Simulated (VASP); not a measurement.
## MoS2: single point with PBEsol

**What was measured.**

From “Multiwavelength excitation Raman Scattering Analysis of bulk and 2 dimensional MoS2: Vibrational properties of atomically thin MoS2 layers”, 2015, arxiv:1506.03228, for a bulk crystal of MoS2 at 300 K: band gap 1.3 eV (indirect).

Crystal: MoS2.

```
Mo S
1.0
     3.14681    0.00000    0.00000
    -1.57341    2.72522    0.00000
     0.00000    0.00000   12.76264
Mo S
2 4
Direct
  0.33333 0.66667 0.25000
  0.66667 0.33333 0.75000
  0.33333 0.66667 0.62793
  0.66667 0.33333 0.12793
  0.33333 0.66667 0.87207
  0.66667 0.33333 0.37207
```

| Quantity | Value |
| --- | --- |
| Program | VASP 6.6.1 |
| Task | single point |
| Functional | PBEsol |
| Potentials or basis | VASP PAW PBE potentials, release 64 (Mo_sv, S) |
| Cutoff | 500 eV |
| k mesh | 8 × 8 × 2 |
| Occupations | gaussian, width 0.05 eV |
| Spin | collinear spin |
| Starting moments | [0.05, 0.05, 0.0, 0.0, 0.0, 0.0] μB |

```yaml
Pressure: -0.5 GPa
Largest_force: 0.005 eV/Å
Band_gap_on_the_k_mesh: 1.17 eV (least direct gap 2.03 eV)
Net_moment: 0.00 μB per cell
Valence_electrons_inside_the_program's_atomic_spheres: Mo 12.52; S 3.68
```

Forces in eV/Å, atoms in the order of the input:
```
Mo   0.000  0.000  0.000
Mo   0.000  0.000  0.000
S    0.000  0.000  0.005
S    0.000  0.000  0.005
S    0.000  0.000 -0.005
S    0.000  0.000 -0.005
```

Stress tensor (GPa, compression positive):
```
-0.56  0.00  0.00
 0.00 -0.56  0.00
 0.00  0.00 -0.36
```

Levels at points of the mesh, in eV from the valence-band top:
Spin up:
```csv
k point,band 24,band 25,band 26,band 27,band 28,band 29
"(0.00, 0.00, 0.00)",-1.37,-1.04,0.00,2.33,2.33,2.34
"(0.50, 0.00, 0.00)",-1.38,-1.25,-1.18,1.83,1.86,2.24
"(0.00, 0.00, 0.50)",-2.01,-0.29,-0.29,2.33,2.33,2.33
"(0.50, 0.00, 0.50)",-1.44,-1.21,-1.21,1.84,1.84,2.36
```
Spin down:
```csv
k point,band 22,band 23,band 24,band 25,band 26,band 27,band 28,band 29,band 30,band 31
"(0.00, 0.00, 0.00)",-2.00,-2.00,-1.37,-1.04,0.00,2.33,2.33,2.34,2.34,2.56
"(0.50, 0.00, 0.00)",-2.41,-1.51,-1.38,-1.25,-1.18,1.83,1.86,2.24,2.46,3.08
"(0.00, 0.00, 0.50)",-2.01,-2.01,-2.01,-0.29,-0.29,2.33,2.33,2.33,2.33,2.61
"(0.50, 0.00, 0.50)",-2.50,-1.44,-1.44,-1.21,-1.21,1.84,1.84,2.36,2.36,3.38
```

Wall time 2.2 min on 1 thread of Intel(R) Xeon(R) Platinum 8124M CPU @ 3.00GHz (Skylake/Cascade Lake), with other jobs on the host, peak memory 0.32 GiB.

Against the measured gap of MoS2, 1.3 eV (indirect; 300 K; “Multiwavelength excitation Raman Scattering Analysis of bulk and 2 dimensional MoS2: Vibrational properties of atomically thin MoS2 layers”, 2015, arxiv:1506.03228), the calculated 1.17 eV is off by -0.13 eV. Spin-orbit coupling on Mo is left out. The value is that of PBEsol on a finite k mesh, which can miss the band edges, without temperature or zero-point motion. Semilocal functionals fall short of measured gaps as a rule.

Caveat: the PAW data sets were made with another functional, which shifts forces and pressure a little; this functional lacks dispersion, which binds layers or chains, so the pressure and a relaxed spacing across them are unreliable.
